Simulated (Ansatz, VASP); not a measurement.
**One calculation of Al, two programs**

```
CELL_PARAMETERS angstrom
2.86348 0.00000 0.00000
-1.43174 2.47985 0.00000
0.00000 0.00000 4.67607
ATOMIC_POSITIONS crystal
Al 0.33333 0.66667 0.25000
Al 0.66667 0.33333 0.75000
```

Alike in both runs: task relaxation of cell and atoms; functional PBEsol; k mesh 13 × 13 × 7; occupations fermi-dirac, width 0.1 eV; no spin polarisation.

|  | VASP | Ansatz |
| --- | --- | --- |
| version | VASP 6.6.1 | Ansatz 0.2.0 |
| potentials or method | VASP PAW PBE potentials, release 64 (Al), cutoff 600 eV | plane waves (420 eV) with PAW, scalar-relativistic |
| valence electrons in the cell | 6 | 6 |

|  | VASP | Ansatz | Ansatz less VASP |
| --- | --- | --- | --- |
| relaxed volume (Å³/atom) | 16.31 | 16.30 | -0.007 |
| relaxed cell length with the largest relative difference (Å) | 4.629 | 4.610 | -0.0185 |

VASP's potentials were made for PBE, not for PBEsol, and Ansatz warns of the same on its side.
